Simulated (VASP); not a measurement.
# Nb (P6_3/mmc) in VASP: a series of runs

Nb is run at these levels: PBE; tasks: single point.

All numbers are computed with VASP 6.6.1; they aren't measurements. Logs are shortened: lines on timing, memory, paths and dates and some standing lists are left out, and cuts for length are marked.

## 1. The cell of the first run

Symmetry: P6_3/mmc, No. 194, hexagonal system. Conventional cell: a = 2.796 Å, b = 2.796 Å, c = 5.075 Å, α = 90.00°, β = 90.00°, γ = 120.00°. Nb (site symmetry -6m2) has 12 Nb at 2.80 to 3.01 Å within 3.7 Å.

This isn't the form of Nb at room conditions, which is bcc.

## 2. Single point, PBE

Contents of INCAR:

```
SYSTEM = Nb
PREC     = Accurate       ! precision mode
ENCUT    = 520            ! plane-wave cutoff, eV
EDIFF    = 1E-7           ! SCF threshold, eV
ISMEAR   = -1             ! smearing method
SIGMA    = 0.05           ! smearing width, eV
LREAL    = .FALSE.        ! projectors in reciprocal space
LASPH    = .TRUE.         ! aspherical terms in the spheres
NELM     = 100            ! most SCF steps
ALGO     = Normal         ! electronic algorithm
ISIF     = 2              ! what is computed and relaxed
LWAVE    = .FALSE.        ! write WAVECAR
LCHARG   = .FALSE.        ! write CHGCAR
GGA      = PE             ! functional
NBANDS   = 20             ! bands
```

Contents of KPOINTS:

```
Automatic mesh
0
G
  16 16 9
  0 0 0
```

Contents of POSCAR:

```
Nb
1.0
    2.7955884708      0.0000000000      0.0000000000
   -1.3977942354      2.4210506342      0.0000000000
    0.0000000000      0.0000000000      5.0745706227
Nb
2
Direct
    0.3333333333      0.6666666667      0.2500000000
    0.6666666667      0.3333333333      0.7500000000
```

Potentials or basis: VASP PAW PBE potentials, release 64 (Nb_sv).

The run is started by

```
$ cat potpaw_PBE.64/Nb_sv/POTCAR > POTCAR
$ mpirun -np 1 vasp_std > vasp.out
```

OUTCAR:

```text
SYSTEM = Nb
   PREC = Accurate
   ENCUT = 520
   EDIFF = 1E-7
   ISMEAR = -1
   LREAL = .FALSE.
   LASPH = .TRUE.
   NELM = 100
   ISIF = 2
   GGA = PE

 ion  position               nearest neighbor table
   1  0.333  0.667  0.250-   2 3.01   2 3.01   2 3.01   2 3.01   2 3.01   2 3.01
   2  0.667  0.333  0.750-   1 3.01   1 3.01   1 3.01   1 3.01   1 3.01   1 3.01

  LATTYP: Found a hexagonal cell.
 ALAT       =     2.7955884708
 C/A-ratio  =     1.8152065927

  Lattice vectors:

 A1 = (   2.7955884708,   0.0000000000,   0.0000000000)
 A2 = (  -1.3977942354,   2.4210506342,   0.0000000000)
 A3 = (   0.0000000000,   0.0000000000,   5.0745706227)

Analysis of symmetry for initial positions (statically):
=====================================================================
 Subroutine PRICEL returns:
 Original cell was already a primitive cell.

 Routine SETGRP: Setting up the symmetry group for a
 hexagonal supercell.

 Subroutine GETGRP returns: Found 24 space group operations
 (whereof 12 operations were pure point group operations)
 out of a pool of 24 trial point group operations.

The static configuration has the point symmetry D_3d.
 The point group associated with its full space group is D_6h.

Analysis of symmetry for dynamics (positions and initial velocities):
=====================================================================
 Subroutine PRICEL returns:
 Original cell was already a primitive cell.

 Routine SETGRP: Setting up the symmetry group for a
 hexagonal supercell.

 Subroutine GETGRP returns: Found 24 space group operations
 (whereof 12 operations were pure point group operations)
 out of a pool of 24 trial point group operations.

The dynamic configuration has the point symmetry D_3d.
 The point group associated with its full space group is D_6h.

 Subroutine INISYM returns: Found 24 space group operations
 (whereof 12 operations are pure point group operations),
 and found     1 'primitive' translations

----------------------------------------------------------------------------------------

                                     Primitive cell

  volume of cell :      34.3460

  direct lattice vectors                    reciprocal lattice vectors
     2.795588471  0.000000000  0.000000000     0.357706440  0.206521910  0.000000000
    -1.397794235  2.421050634  0.000000000     0.000000000  0.413043819  0.000000000
     0.000000000  0.000000000  5.074570623     0.000000000  0.000000000  0.197061008

[... 73 lines left out ...]
 SYSTEM =  Nb
   PREC   = accura    normal or accurate (medium, high low for compatibility)
   ISTART =      0    job   : 0-new  1-cont  2-samecut
   ICHARG =      2    charge: 1-file 2-atom 10-const
   ISPIN  =      1    spin polarized calculation?
   LNONCOLLINEAR =      F non collinear calculations
   LSORBIT =      F    spin-orbit coupling
   LASPH  =      T    aspherical Exc in radial PAW
   ENCUT  =  520.0 eV  38.22 Ry    6.18 a.u.   5.20  5.20  9.44*2*pi/ulx,y,z
   NELM   =    100;   NELMIN=  2; NELMDL= -5     # of ELM steps
   EDIFF  = 0.1E-06   stopping-criterion for ELM
   LREAL  =      F    real-space projection
   EDIFFG = 0.1E-05   stopping-criterion for IOM
   NSW    =      0    number of steps for IOM
   IBRION =     -1    ionic relax: 0-MD 1-quasi-New 2-CG
   NFREE  =      0    steps in history (QN), initial steepest desc. (CG)
   ISIF   =      2    stress and relaxation
   ISYM   =      2    0-nonsym 1-usesym 2-fastsym
   POTIM  = 0.5000    time-step for ionic-motion
   TEBEG  =    0.0;   TEEND  =   0.0 temperature during run
   PSTRESS=    0.0 pullay stress
   NELECT =      26.0000    total number of electrons
   NUPDOWN=      -1.0000    fix difference up-down
   EMIN   =  10.00;   EMAX   =-10.00  energy-range for DOS
   EFERMI =   0.00;   METHOD = LEGACY
   ISMEAR =    -1;   SIGMA  =   0.05  broadening in eV -4-tet -1-fermi 0-gaus
   EFERMI_NEDOS =   21; number of points for ismear=-14 and -15
   IALGO  =     38    algorithm
   IMIX   =      4    mixing-type and parameters
     AMIX     =   0.40;   BMIX     =  1.00
     AMIX_MAG =   1.60;   BMIX_MAG =  1.00
  volume/ion in A,a.u.               =      17.17       115.89
  Fermi-wavevector in a.u.,A,eV,Ry     =   1.492017  2.819504 30.288135  2.226115
  Thomas-Fermi vector in A             =   2.604599
   LORBIT       =      0    0 simple, 1 ext, 2 COOP (PROOUT), +10 PAW based schemes
   GGA     = PE    functional components
   LHFCALC =     F    Hartree Fock is set to
   AEXX    =    0.0000 exact exchange contribution
   IVDW    =     0    specifies the selected vdW correction
   LEPSILON=     F    determine dielectric tensor
   LRPA    =     F    only Hartree local field effects (RPA)
 non-spin polarized calculation
  energy-cutoff  :      520.00
  volume of cell :       34.35
 maximum number of plane-waves:       942
 NGX is ok and might be reduce to    24
   NGX = 11   NGY = 11   NGZ = 19

 number of electron      26.0000001 magnetization

 Free energy of the ion-electron system (eV)
  ---------------------------------------------------
  ext. energy  EPLUGINS =         0.00000000
  ---------------------------------------------------
  free energy    TOTEN  =       -19.72345699 eV

  energy without entropy =      -19.70253598  energy(sigma->0) =      -19.71299649

 E-fermi :  12.2498     XC(G=0): -12.7336

 val. band max:       12.2482526961   @ k =   0.3750   0.2500   0.3333
 cond. band min:      12.2634615503   @ k =   0.3125   0.1250   0.3333
 fundamental gap:      0.0152088542
 Fermi energy:        12.2498457471

 k-point     1 :       0.0000    0.0000    0.0000
  band No.  band energies     occupation
      1     -42.4400      2.00000
      2     -42.2594      2.00000
      3     -19.0710      2.00000
      4     -17.8383      2.00000
      5     -17.6025      2.00000
      6     -17.6025      2.00000
[... 541 lines left out ...]
     19      18.6073      0.00000
     20      22.5352      0.00000

 [... further k-points ...]
[... 5 lines left out ...]
  --------------------------------------------------------------------------------------
  -------------------------------------------------------------------------------------
  Total        3.2991318      3.2991318      3.2916768      0.0000000      0.0000000      0.0000000
  in kB      153.8983023    153.8983023    153.5505435      0.0000000      0.0000000      0.0000000
  external PRESSURE =     153.7823827 kB  Pullay stress =       0.0000000 kB

 VOLUME and BASIS-vectors are now :
 -----------------------------------------------------------------------------
  energy-cutoff  :      520.00
  volume of cell :       34.35
      direct lattice vectors                 reciprocal lattice vectors
     2.795588471  0.000000000  0.000000000     0.357706440  0.206521910  0.000000000
    -1.397794235  2.421050634  0.000000000     0.000000000  0.413043819  0.000000000
     0.000000000  0.000000000  5.074570623     0.000000000  0.000000000  0.197061008

 POSITION                                       TOTAL-FORCE (eV/Angst)
 -----------------------------------------------------------------------------------
     -0.00000      1.61403      1.26864        -0.000000      0.000000      0.000000
      1.39779      0.80702      3.80593         0.000000     -0.000000      0.000000
 -----------------------------------------------------------------------------------
    total drift:                                0.000000     -0.000000      0.000000

  FREE ENERGIE OF THE ION-ELECTRON SYSTEM (eV)
  ---------------------------------------------------
  free  energy   TOTEN  =       -19.7234569920 eV

  energy  without entropy=      -19.7025359790  energy(sigma->0) =      -19.71299649
```

Wall time 43 s (1 thread of Intel Xeon 6975P-C (Granite Rapids), shared host); peak memory 0.21 GiB.

What came out:

| Item | Value |
| --- | --- |
| Free energy | -19.7235 eV |
| Pressure | 15.4 GPa |
| Band gap on the k mesh | zero (bands 13 and 14 overlap by 2.68 eV) |

Levels at points of the mesh, in eV from the Fermi level:
| k point | band 9 | band 10 | band 11 | band 12 | band 13 | band 14 | band 15 | band 16 | band 17 | band 18 |
| --- | --- | --- | --- | --- | --- | --- | --- | --- | --- | --- |
| (0.00, 0.00, 0.00) | -6.40 | -4.14 | -1.09 | 0.27 | 0.27 | 0.74 | 0.78 | 0.78 | 2.72 | 2.72 |
| (0.50, 0.00, 0.00) | -4.04 | -3.65 | -3.56 | -0.58 | 0.41 | 0.43 | 0.65 | 4.92 | 6.00 | 6.25 |

Caveat: the cell stands under pressure.

## 3. Single point, PBE

This run uses another cell than the first one, of 18.67 Å³/atom.

Contents of INCAR:

```
ALGO = Normal
EDIFF = 1E-6
ENCUT = 520
GGA = PE
ISIF = 2
ISMEAR = -1
LASPH = T
LCHARG = T
LELF = T
LREAL = F
LVHAR = T
LWAVE = F
NBANDS = 20
NELM = 60
PREC = Accurate
SIGMA = 0.05
```

Contents of KPOINTS:

```
k-points
0
Gamma
  16 16 9
```

Contents of POSCAR:

```
Nb
1.0
    2.8683794126      0.0000000000      0.0000000000
   -1.4341897063      2.4840894390      0.0000000000
    0.0000000000      0.0000000000      5.2394386757
Nb
2
Direct
    0.3333333333      0.6666666667      0.2500000000
    0.6666666667      0.3333333333      0.7500000000
```

Potentials or basis: VASP PAW PBE potentials, release 64 (Nb_sv).

The run is started by

```
$ cat potpaw_PBE.64/Nb_sv/POTCAR > POTCAR
$ mpirun -np 1 vasp_std > vasp.out
```

OUTCAR:

```text
EDIFF = 1E-6
   ENCUT = 520
   GGA = PE
   ISIF = 2
   ISMEAR = -1
   LASPH = T
   LREAL = F
   NELM = 60
   PREC = Accurate

 ion  position               nearest neighbor table
   1  0.333  0.667  0.250-
   2  0.667  0.333  0.750-

  LATTYP: Found a hexagonal cell.
 ALAT       =     2.8683794126
 C/A-ratio  =     1.8266198163

  Lattice vectors:

 A1 = (   2.8683794126,   0.0000000000,   0.0000000000)
[... 186 lines left out ...]
 k-point     1 :       0.0000    0.0000    0.0000
  band No.  band energies     occupation
      1     -43.7077      2.00000
      2     -43.5844      2.00000
      3     -20.1857      2.00000
      4     -19.2658      2.00000
      5     -19.0395      2.00000
      6     -19.0395      2.00000
[... 541 lines left out ...]
     19      16.8041      0.00000
     20      20.3112      0.00000

 [... further k-points ...]
[... 5 lines left out ...]
  --------------------------------------------------------------------------------------
  -------------------------------------------------------------------------------------
  Total       -0.0713592     -0.0713592     -0.0716796      0.0000000      0.0000000      0.0000000
  in kB       -3.0624722     -3.0624722     -3.0762232      0.0000000      0.0000000      0.0000000
  external PRESSURE =      -3.0670559 kB  Pullay stress =       0.0000000 kB

 VOLUME and BASIS-vectors are now :
 -----------------------------------------------------------------------------
  energy-cutoff  :      520.00
  volume of cell :       37.33
      direct lattice vectors                 reciprocal lattice vectors
     2.868379413  0.000000000  0.000000000     0.348628914  0.201280997  0.000000000
    -1.434189706  2.484089439  0.000000000     0.000000000  0.402561995  0.000000000
     0.000000000  0.000000000  5.239438676     0.000000000  0.000000000  0.190860140

 POSITION                                       TOTAL-FORCE (eV/Angst)
 -----------------------------------------------------------------------------------
     -0.00000      1.65606      1.30986         0.000000     -0.000000      0.000000
      1.43419      0.82803      3.92958        -0.000000      0.000000      0.000000
 -----------------------------------------------------------------------------------
    total drift:                               -0.000000      0.000000     -0.000000

  FREE ENERGIE OF THE ION-ELECTRON SYSTEM (eV)
  ---------------------------------------------------
  free  energy   TOTEN  =       -19.8565887920 eV

  energy  without entropy=      -19.8330509874  energy(sigma->0) =      -19.84481989
```

OSZICAR:

```text
N       E                     dE             d eps       ncg     rms          rms(c)
DAV:   1     0.299848752023E+03    0.29985E+03   -0.15051E+04  6008   0.137E+03
DAV:   2     0.250544168163E+01   -0.29734E+03   -0.29084E+03  6672   0.539E+02
DAV:   3    -0.196539211313E+02   -0.22159E+02   -0.21513E+02 11368   0.107E+02
DAV:   4    -0.206366499034E+02   -0.98273E+00   -0.97201E+00  7992   0.199E+01
DAV:   5    -0.206904389872E+02   -0.53789E-01   -0.53724E-01 10340   0.440E+00    0.956E+00
DAV:   6    -0.199344551221E+02    0.75598E+00   -0.14419E+00  8240   0.116E+01    0.333E+00
DAV:   7    -0.198454445653E+02    0.89011E-01   -0.56966E-01 10612   0.674E+00    0.149E+00
DAV:   8    -0.198566949671E+02   -0.11250E-01   -0.39525E-02  8096   0.200E+00    0.146E-01
DAV:   9    -0.198565898090E+02    0.10516E-03   -0.45629E-03 10008   0.607E-01    0.753E-02
DAV:  10    -0.198566016328E+02   -0.11824E-04   -0.19478E-04  8620   0.148E-01    0.180E-02
DAV:  11    -0.198565884969E+02    0.13136E-04   -0.10823E-05  8480   0.333E-02    0.932E-03
DAV:  12    -0.198565887920E+02   -0.29511E-06   -0.16899E-06  4528   0.192E-02
   1 F= -.19856589E+02 E0= -.19844820E+02  d E =-.235378E-01
```

Run time: 38 s. Hardware: 1 thread of Intel Xeon 6975P-C (Granite Rapids), shared host; peak memory 0.22 GiB.

Results:

| Property | Result |
| --- | --- |
| Free energy | -19.8566 eV |
| Pressure | -0.3 GPa |
| Band gap on the k mesh | zero (bands 13 and 14 overlap by 2.38 eV) |

Levels at points of the mesh, in eV from the Fermi level:
| k point | band 9 | band 10 | band 11 | band 12 | band 13 | band 14 | band 15 | band 16 | band 17 | band 18 |
| --- | --- | --- | --- | --- | --- | --- | --- | --- | --- | --- |
| (0.00, 0.00, 0.00) | -6.22 | -3.90 | -0.97 | 0.32 | 0.32 | 0.42 | 0.76 | 0.76 | 2.56 | 2.56 |
| (0.50, 0.00, 0.00) | -3.62 | -3.30 | -3.24 | -0.53 | 0.26 | 0.37 | 0.73 | 4.42 | 5.46 | 5.66 |

## 4. Single point, PBE (18.67 Å³/atom)

This run uses another cell than the first one, of 18.67 Å³/atom.

Contents of INCAR:

```
SYSTEM = Nb
PREC = Accurate
ENCUT = 520
EDIFF = 1E-7
ISMEAR = -1
SIGMA = 0.05
LREAL = .False.
LASPH = .True.
NELM = 80
ALGO = Normal
ISIF = 2
LWAVE = .False.
LCHARG = .False.
GGA = PE
NBANDS = 20
```

Contents of KPOINTS:

```
Automatic mesh
0
Gamma
  16 16 9
  0 0 0
```

POSCAR is that of step 3.

The run is started by

```
$ cat potpaw_PBE.64/Nb_sv/POTCAR > POTCAR
$ mpirun -np 1 vasp_std > vasp.out
```

It took 44 s on 1 thread of Intel Xeon 6975P-C (Granite Rapids), shared host; peak memory 0.22 GiB.

It converged, with:

```
Free energy            : -19.8566 eV
Pressure               : -0.3 GPa
Band gap on the k mesh : zero (bands 13 and 14 overlap by 2.38 eV)
```

Levels at points of the mesh, in eV from the Fermi level:
| k point | band 9 | band 10 | band 11 | band 12 | band 13 | band 14 | band 15 | band 16 | band 17 | band 18 |
| --- | --- | --- | --- | --- | --- | --- | --- | --- | --- | --- |
| (0.00, 0.00, 0.00) | -6.22 | -3.90 | -0.97 | 0.32 | 0.32 | 0.42 | 0.76 | 0.76 | 2.56 | 2.56 |
| (0.50, 0.00, 0.00) | -3.62 | -3.30 | -3.24 | -0.53 | 0.26 | 0.37 | 0.73 | 4.42 | 5.46 | 5.66 |
